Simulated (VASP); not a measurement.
# LiAgC2 (P-6m2) in VASP: single point with PBE

Aim: the single point of LiAgC2 with PBE.

All numbers are computed with VASP 6.6.1; they aren't measurements. Logs are shortened: lines on timing, memory, paths and dates and some standing lists are left out, and cuts for length are marked.

## Step 1: The cell of the first run

It takes space group P-6m2 (No. 187, hexagonal). Conventional cell: a = 3.825 Å, b = 3.825 Å, c = 4.851 Å, α = 90.00°, β = 90.00°, γ = 120.00°. Li (site symmetry -6m2) has 6 C at 2.30 Å within 3.0 Å. Within 2.4 Å of Ag (site symmetry -6m2) lie 2 C at 1.78 Å. C (site symmetry 3m) has 1 C at 1.29 Å within 1.7 Å.

## Step 2: Single point, PBE (strained and its atoms moved)

Input file INCAR:

```
PREC     = Accurate       # precision mode
ENCUT    = 520            # plane-wave cutoff, eV
EDIFF    = 1E-6           # SCF threshold, eV
ISMEAR   = 0              # smearing method
SIGMA    = 0.02           # smearing width, eV
LREAL    = False          # projectors in reciprocal space
LASPH    = True           # aspherical terms in the spheres
NELM     = 100            # most SCF steps
ALGO     = Normal         # electronic algorithm
ISIF     = 2              # what is computed and relaxed
LWAVE    = False          # write WAVECAR
LCHARG   = False          # write CHGCAR
GGA      = PE             # functional
NBANDS   = 19             # bands
```

Input file KPOINTS:

```
Automatic mesh
0
Gamma
  9 9 6
```

Input file POSCAR:

```
LiAgC2
1.0
    3.8252404245      0.0000000000      0.0000000000
   -1.9126202122      3.3127553831      0.0000000000
    0.0000000000      0.0000000000      4.8507775210
Li Ag C
1 1 2
Direct
    0.0000000000      0.0000000000      0.5000000000
    0.6666666700      0.3333333300      0.0000000000
    0.6666666700      0.3333333300      0.6324667667
    0.6666666700      0.3333333300      0.3675332333
```

Potentials or basis: VASP PAW PBE potentials, release 64 (Li_sv, Ag, C).

Run with:

```bash
$ cat potpaw_PBE.64/Li_sv/POTCAR potpaw_PBE.64/Ag/POTCAR potpaw_PBE.64/C/POTCAR > POTCAR
$ mpirun -np 1 vasp_std > vasp.out
```

OUTCAR:

```text
PREC = Accurate
   ENCUT = 520
   EDIFF = 1E-6
   ISMEAR = 0
   LREAL = False
   LASPH = True
   NELM = 100
   ISIF = 2
   GGA = PE

 ion  position               nearest neighbor table
   1  0.000  0.000  0.500-   3 2.30   4 2.30   3 2.30   4 2.30   3 2.30   4 2.30
   2  0.667  0.333  0.000-   3 1.78   4 1.78
   3  0.667  0.333  0.632-   4 1.29   2 1.78   1 2.30   1 2.30   1 2.30
   4  0.667  0.333  0.368-   3 1.29   2 1.78   1 2.30   1 2.30   1 2.30

  LATTYP: Found a hexagonal cell.
 ALAT       =     3.8252404245
 C/A-ratio  =     1.2680974220

  Lattice vectors:

 A1 = (   3.8252404245,   0.0000000000,   0.0000000000)
 A2 = (  -1.9126202122,   3.3127553831,   0.0000000000)
 A3 = (   0.0000000000,   0.0000000000,   4.8507775210)

Analysis of symmetry for initial positions (statically):
=====================================================================
 Subroutine PRICEL returns:
 Original cell was already a primitive cell.

 Routine SETGRP: Setting up the symmetry group for a
 hexagonal supercell.

 Subroutine GETGRP returns: Found 12 space group operations
 (whereof 12 operations were pure point group operations)
 out of a pool of 24 trial point group operations.

The static configuration has the point symmetry D_3h.

Analysis of symmetry for dynamics (positions and initial velocities):
=====================================================================
 Subroutine PRICEL returns:
 Original cell was already a primitive cell.

 Routine SETGRP: Setting up the symmetry group for a
 hexagonal supercell.

 Subroutine GETGRP returns: Found 12 space group operations
 (whereof 12 operations were pure point group operations)
 out of a pool of 24 trial point group operations.

The dynamic configuration has the point symmetry D_3h.

 Subroutine INISYM returns: Found 12 space group operations
 (whereof 12 operations are pure point group operations),
 and found     1 'primitive' translations

----------------------------------------------------------------------------------------

                                     Primitive cell

  volume of cell :      61.4695

  direct lattice vectors                    reciprocal lattice vectors
     3.825240425  0.000000000  0.000000000     0.261421477  0.150931760  0.000000000
    -1.912620212  3.312755383  0.000000000     0.000000000  0.301863520  0.000000000
     0.000000000  0.000000000  4.850777521     0.000000000  0.000000000  0.206152518

  length of vectors
     3.825240425  3.825240424  4.850777521     0.301863520  0.301863520  0.206152518

  position of ions in fractional coordinates (direct lattice)
     0.000000000  0.000000000  0.500000000
     0.666666670  0.333333330  0.000000000
     0.666666670  0.333333330  0.632466767
     0.666666670  0.333333330  0.367533233

  ion indices of the primitive-cell ions
   primitive index   ion index
                 1           1
                 2           2
                 3           3
                 4           4

----------------------------------------------------------------------------------------

 KPOINTS: Automatic mesh

Automatic generation of k-mesh.
 Grid dimensions read from file:
 generate k-points for:    9    9    6

 Generating k-lattice:

  Cartesian coordinates                     Fractional coordinates (reciprocal lattice)
     0.029046831  0.016770196  0.000000000     0.111111111  0.000000000  0.000000000
     0.000000000  0.033540391  0.000000000     0.000000000  0.111111111  0.000000000
     0.000000000  0.000000000  0.034358753     0.000000000  0.000000000  0.166666667

  Length of vectors
     0.033540391  0.033540391  0.034358753

  Shift w.r.t. Gamma in fractional coordinates (k-lattice)
     0.000000000  0.000000000  0.000000000

 Subroutine IBZKPT returns following result:
 ===========================================

 Found     48 irreducible k-points:

 Following reciprocal coordinates:
            Coordinates               Weight
  0.000000  0.000000  0.000000      1.000000
  0.111111 -0.000000  0.000000      6.000000
  0.222222 -0.000000  0.000000      6.000000
  0.333333 -0.000000  0.000000      6.000000
  0.444444 -0.000000  0.000000      6.000000
  0.111111  0.111111  0.000000      6.000000
[... 16 lines left out ...]
  0.333333  0.222222  0.166667     24.000000
  0.333333  0.333333  0.166667      4.000000
 [... further k-points ...]
   k-points           NKPTS =     48   k-points in BZ     NKDIM =     48   number of bands    NBANDS=     19
   number of dos      NEDOS =    301   number of ions     NIONS =      4
   total plane-waves  NPLWV =  28224
   dimension x,y,z NGX =    28 NGY =   28 NGZ =   36
   dimension x,y,z NGXF=    56 NGYF=   56 NGZF=   72
   ions per type =               1   1   2
   NGX,Y,Z   is equivalent  to a cutoff of  12.17, 12.17, 12.34 a.u.
   NGXF,Y,Z  is equivalent  to a cutoff of  24.34, 24.34, 24.68 a.u.
 SYSTEM =  unknown system
   PREC   = accura    normal or accurate (medium, high low for compatibility)
   ISTART =      0    job   : 0-new  1-cont  2-samecut
   ICHARG =      2    charge: 1-file 2-atom 10-const
   ISPIN  =      1    spin polarized calculation?
   LNONCOLLINEAR =      F non collinear calculations
   LSORBIT =      F    spin-orbit coupling
   LASPH  =      T    aspherical Exc in radial PAW
   ENCUT  =  520.0 eV  38.22 Ry    6.18 a.u.   7.11  7.11  9.02*2*pi/ulx,y,z
   NELM   =    100;   NELMIN=  2; NELMDL= -5     # of ELM steps
   EDIFF  = 0.1E-05   stopping-criterion for ELM
   LREAL  =      F    real-space projection
   EDIFFG = 0.1E-04   stopping-criterion for IOM
   NSW    =      0    number of steps for IOM
   IBRION =     -1    ionic relax: 0-MD 1-quasi-New 2-CG
   NFREE  =      0    steps in history (QN), initial steepest desc. (CG)
   ISIF   =      2    stress and relaxation
   ISYM   =      2    0-nonsym 1-usesym 2-fastsym
   POTIM  = 0.5000    time-step for ionic-motion
   TEBEG  =    0.0;   TEEND  =   0.0 temperature during run
   PSTRESS=    0.0 pullay stress
   NELECT =      22.0000    total number of electrons
   NUPDOWN=      -1.0000    fix difference up-down
   EMIN   =  10.00;   EMAX   =-10.00  energy-range for DOS
   EFERMI =   0.00;   METHOD = LEGACY
   ISMEAR =     0;   SIGMA  =   0.02  broadening in eV -4-tet -1-fermi 0-gaus
   EFERMI_NEDOS =   21; number of points for ismear=-14 and -15
   IALGO  =     38    algorithm
   IMIX   =      4    mixing-type and parameters
     AMIX     =   0.40;   BMIX     =  1.00
     AMIX_MAG =   1.60;   BMIX_MAG =  1.00
  volume/ion in A,a.u.               =      15.37       103.70
  Fermi-wavevector in a.u.,A,eV,Ry     =   1.162329  2.196484 18.381603  1.351010
  Thomas-Fermi vector in A             =   2.298892
   LORBIT       =      0    0 simple, 1 ext, 2 COOP (PROOUT), +10 PAW based schemes
   GGA     = PE    functional components
   LHFCALC =     F    Hartree Fock is set to
   AEXX    =    0.0000 exact exchange contribution
   IVDW    =     0    specifies the selected vdW correction
   LEPSILON=     F    determine dielectric tensor
   LRPA    =     F    only Hartree local field effects (RPA)
 non-spin polarized calculation
 Gauss-broadening in eV      SIGMA  =   0.02
  energy-cutoff  :      520.00
  volume of cell :       61.47
 maximum number of plane-waves:      1677
   NGX = 15   NGY = 15   NGZ = 19

 number of electron      21.9999991 magnetization

 Free energy of the ion-electron system (eV)
  ---------------------------------------------------
  ext. energy  EPLUGINS =         0.00000000
  ---------------------------------------------------
  free energy    TOTEN  =       -20.33082427 eV

  energy without entropy =      -20.33082427  energy(sigma->0) =      -20.33082427

 E-fermi :   1.7682     XC(G=0):  -8.9971

 val. band max:        1.6452888897   @ k =   0.3333   0.3333   0.0000
 cond. band min:       2.5549503628   @ k =   0.4444   0.1111   0.5000
 fundamental gap:      0.9096614731
 Fermi energy:         1.7681621219

 k-point     1 :       0.0000    0.0000    0.0000
  band No.  band energies     occupation
      1     -42.7609      2.00000
      2     -11.5835      2.00000
      3      -5.5520      2.00000
      4      -3.4859      2.00000
      5      -2.6021      2.00000
      6      -2.6021      2.00000
[... 11 lines left out ...]
     18      11.4153      0.00000
     19      14.5028      0.00000

 k-point     2 :       0.1111   -0.0000    0.0000
  band No.  band energies     occupation
      1     -42.7608      2.00000
      2     -11.5646      2.00000
      3      -5.5504      2.00000
      4      -3.4487      2.00000
      5      -2.6190      2.00000
      6      -2.6093      2.00000
[... 11 lines left out ...]
     18      11.6414      0.00000
     19      14.1663      0.00000

 k-point     3 :       0.2222   -0.0000    0.0000
  band No.  band energies     occupation
      1     -42.7604      2.00000
      2     -11.5159      2.00000
      3      -5.5462      2.00000
      4      -3.3453      2.00000
      5      -2.6696      2.00000
      6      -2.6275      2.00000
[... 11 lines left out ...]
     18      12.0524      0.00000
     19      13.7854      0.00000

 k-point     4 :       0.3333   -0.0000    0.0000
  band No.  band energies     occupation
      1     -42.7600      2.00000
      2     -11.4590      2.00000
      3      -5.5414      2.00000
      4      -3.1985      2.00000
      5      -2.7539      2.00000
      6      -2.6482      2.00000
[... 11 lines left out ...]
     18      12.1300      0.00000
     19      14.2193      0.00000

 k-point     5 :       0.4444   -0.0000    0.0000
  band No.  band energies     occupation
      1     -42.7597      2.00000
      2     -11.4209      2.00000
      3      -5.5383      2.00000
      4      -3.0439      2.00000
      5      -2.8663      2.00000
      6      -2.6616      2.00000
[... 11 lines left out ...]
     18      12.2414      0.00000
     19      14.3085      0.00000
[... 334 lines left out ...]
      2     -11.3276      2.00000
      3      -6.1361      2.00000
      4      -3.2069      2.00000
      5      -2.9140      2.00000
      6      -2.2341      2.00000
[... 11 lines left out ...]
     18      13.1119      0.00000
     19      13.8971      0.00000

 k-point    22 :       0.2222    0.2222    0.1667
  band No.  band energies     occupation
      1     -42.7598      2.00000
      2     -11.3501      2.00000
      3      -6.1479      2.00000
      4      -3.1355      2.00000
      5      -2.9292      2.00000
      6      -2.2825      2.00000
[... 11 lines left out ...]
     18      13.3681      0.00000
     19      13.6097      0.00000

 k-point    23 :       0.3333    0.2222    0.1667
  band No.  band energies     occupation
      1     -42.7596      2.00000
      2     -11.3208      2.00000
      3      -6.1329      2.00000
      4      -3.1591      2.00000
      5      -2.9876      2.00000
      6      -2.2058      2.00000
[... 11 lines left out ...]
     18      13.4593      0.00000
     19      13.7015      0.00000

 k-point    24 :       0.3333    0.3333    0.1667
  band No.  band energies     occupation
      1     -42.7595      2.00000
      2     -11.3105      2.00000
      3      -6.1278      2.00000
      4      -3.1105      2.00000
      5      -3.0674      2.00000
      6      -2.1745      2.00000
[... 11 lines left out ...]
     18      13.0635      0.00000
     19      13.7474      0.00000

 [... further k-points ...]
[... 5 lines left out ...]
  --------------------------------------------------------------------------------------
  -------------------------------------------------------------------------------------
  Total        0.3345203      0.3345203     19.4608439      0.0000000     -0.0000000      0.0000000
  in kB        8.7191384      8.7191384    507.2391787      0.0000000     -0.0000000      0.0000000
  external PRESSURE =     174.8924851 kB  Pullay stress =       0.0000000 kB

 VOLUME and BASIS-vectors are now :
 -----------------------------------------------------------------------------
  energy-cutoff  :      520.00
  volume of cell :       61.47
      direct lattice vectors                 reciprocal lattice vectors
     3.825240425  0.000000000  0.000000000     0.261421477  0.150931760  0.000000000
    -1.912620212  3.312755383  0.000000000     0.000000000  0.301863520  0.000000000
     0.000000000  0.000000000  4.850777521     0.000000000  0.000000000  0.206152518

 POSITION                                       TOTAL-FORCE (eV/Angst)
 -----------------------------------------------------------------------------------
      0.00000      0.00000      2.42539         0.000000      0.000000      0.000000
      1.91262      1.10425      0.00000        -0.000000      0.000000      0.000000
      1.91262      1.10425      3.06796         0.000000      0.000000     -8.114167
      1.91262      1.10425      1.78282         0.000000      0.000000      8.114167
 -----------------------------------------------------------------------------------
    total drift:                               -0.000029      0.000016     -0.000000

  FREE ENERGIE OF THE ION-ELECTRON SYSTEM (eV)
  ---------------------------------------------------
  free  energy   TOTEN  =       -20.3308242661 eV

  energy  without entropy=      -20.3308242661  energy(sigma->0) =      -20.33082427
```

Run time: 37 s. Hardware: 1 thread of AMD EPYC 7R13 (Zen 3), shared host; peak memory 0.18 GiB.

Results:

* Free energy: -20.3308 eV
* Largest force: 8.114 eV/Å
* Band gap on the k mesh: 0.91 eV, indirect (least direct gap 1.30 eV)

Forces in eV/Å, atoms in the order of the input:
```
Li   0.000  0.000  0.000
Ag   0.000  0.000  0.000
C    0.000  0.000 -8.114
C    0.000  0.000  8.114
```

Levels at points of the mesh, in eV from the valence-band top:
```tsv
k point	band 7	band 8	band 9	band 10	band 11	band 12	band 13	band 14	band 15	band 16
(0.00, 0.00, 0.00)	-3.33	-3.33	-2.64	-1.69	-1.69	7.04	7.04	7.61	8.40	8.86
(0.00, 0.00, 0.50)	-3.33	-3.21	-2.07	-0.02	-0.02	4.54	4.54	6.61	7.01	9.81
```

Caveat: the cell differs from its parent crystal (strained and its atoms moved); the cutoff is under 1.25 times the usual one of these potentials, so pressure, stress and relaxed cells hold a basis-set (Pulay) error; forces of over 1 eV/Å act on the atoms, so gaps and moduli don't describe the material at rest. A k mesh can miss the band edges.
